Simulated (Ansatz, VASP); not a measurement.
# Ge5P in VASP and in Ansatz

```
Ge P
1.0
     0.00000    4.02324    4.02324
     4.02324    0.00000    4.02324
     4.02324    4.02324    0.00000
Ge P
5 1
Direct
  0.84688 0.84688 0.84688
  0.84688 0.84688 0.45936
  0.84688 0.45936 0.84688
  0.45936 0.84688 0.84688
  0.50000 0.50000 0.50000
  0.00000 0.00000 0.00000
```

Alike in both runs: task single point; functional PBE; k mesh 4 × 4 × 4; occupations gaussian, width 0.1 eV; no spin polarisation.

|  | VASP | Ansatz |
| --- | --- | --- |
| version | VASP 6.6.1 | Ansatz 0.2.0 |
| potentials or method | VASP PAW PBE potentials, release 64 (Ge_d, P), cutoff 520 eV | scalar-relativistic, plane waves, PAW |
| valence electrons in the cell | 75 | 75 |

VASP gave:

| Property | Result |
| --- | --- |
| gap on the k mesh at the Fermi level (eV) | none |
| rms of the force components (eV/Å) | 2.857 |

Problem. Which values does Ansatz return?

Solution. gap on the k mesh at the Fermi level (eV): none; rms of the force components (eV/Å): 2.838.

Atom by atom the forces differ by 0.019 eV/Å (rms over components). A gap of «none» marks a metal or a gap that the smearing closes. The functional is the same, so the differences come from potentials, cutoffs and numerics.
